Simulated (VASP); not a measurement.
Runs of VASP 6.6.1 on TiB2 (qlda). The structure is that of space group P6/mmm (No. 191), or close to it. The cells are those of the table. 

```csv
task,cell,k mesh,cutoff (eV),smearing,gap on the mesh (eV),pressure (GPa),relaxed volume (Å³/atom)
single point,"a = 2.994, b = 2.994, c = 3.160 Å, angles 90.0, 90.0, 120.0°, 3 atoms",15 × 15 × 12,520,gaussian 0.1 eV,none,0.6,-
relaxation of cell and atoms,"relaxed from a = 2.995, b = 2.995, c = 3.157 Å, angles 90.0, 90.0, 120.0°, 3 atoms",15 × 15 × 12,600,gaussian 0.1 eV,none,0.0,(a)
single point,"a = 2.995, b = 2.995, c = 3.157 Å, angles 90.0, 90.0, 120.0°, 3 atoms",9 × 9 × 6,520,gaussian 0.1 eV,none,0.5,-
relaxation of cell and atoms,"relaxed from a = 3.026, b = 3.026, c = 3.229 Å, angles 90.0, 90.0, 120.0°, 3 atoms",9 × 9 × 6,600,gaussian 0.1 eV,none,0.2,(b)
relaxation of cell and atoms,"relaxed from a = 2.994, b = 2.994, c = 3.160 Å, angles 90.0, 90.0, 120.0°, 3 atoms",15 × 15 × 12,600,fermi-dirac 0.15 eV,none,0.0,8.20
single point,"a = 3.026, b = 3.026, c = 3.229 Å, angles 90.0, 90.0, 120.0°, 3 atoms",6 × 6 × 6,520,gaussian 0.1 eV,none,-9.9,-
single point,"a = 2.994, b = 2.994, c = 3.160 Å, angles 90.0, 90.0, 120.0°, 3 atoms",15 × 15 × 12,520,fermi-dirac 0.15 eV,none,0.6,-
```

Alike in all rows: level LDA; potentials or basis VASP PAW LDA potentials, release 64 (Ti_sv, B); no spin polarisation.

Fill in the values left out.

(a) 8.19; (b) 8.18.

Caveats: some runs use coarse meshes.

A gap of «none» marks levels without a gap at the run's occupations.
